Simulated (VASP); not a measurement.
Here is a VASP 6.6.1 calculation.

Contents of INCAR:

```
  ALGO = Normal
  EDIFF = 1E-7
  EDIFFG = -0.01
  ENCUT = 600
  GGA = PE
  IBRION = 2
  ISIF = 3
  ISMEAR = 0
  LASPH = T
  LCHARG = F
  LREAL = F
  LWAVE = F
  NELM = 100
  NSW = 100
  PREC = Accurate
  SIGMA = 0.1
```

File KPOINTS:

```
k-points
0
Gamma
  16 16 16
```

The input POSCAR:

```
Li
1.0
    0.0000000000      2.8548294421      2.8548294421
    2.8548294421      0.0000000000      2.8548294421
    2.8548294421      2.8548294421      0.0000000000
Li
2
Direct
    0.5000000000      0.5000000000      0.5000000000
    0.7500000000      0.7500000000      0.7500000000
```

Potentials or basis: VASP PAW PBE potentials, release 64 (Li_sv).

Run with:

```sh
$ cat potpaw_PBE.64/Li_sv/POTCAR > POTCAR
$ mpirun -np 1 vasp_std > vasp.out
```

Problem. Estimate the relaxed volume.

Solution. 25.34 Å³/atom.

Problem. What does it give for the band gap on the k mesh?

Solution. Zero (bands 3 and 4 overlap by 0.92 eV).

Problem. Predict the relaxed cell.

Solution. a = 4.154 Å, b = 4.154 Å, c = 4.154 Å, α = 60.00°, β = 60.00°, γ = 60.00°.

Final structure:
```yaml
crystal:
  lattice:
    - [0.00000, 2.93721, 2.93721]
    - [2.93721, 0.00000, 2.93721]
    - [2.93721, 2.93721, 0.00000]
  atoms:
    - { symbol: Li, position: [0.50000, 0.50000, 0.50000] }
    - { symbol: Li, position: [0.75000, 0.75000, 0.75000] }
```

Caveat: the cutoff is under 1.25 times the usual one of these potentials, so pressure, stress and relaxed cells hold a basis-set (Pulay) error.
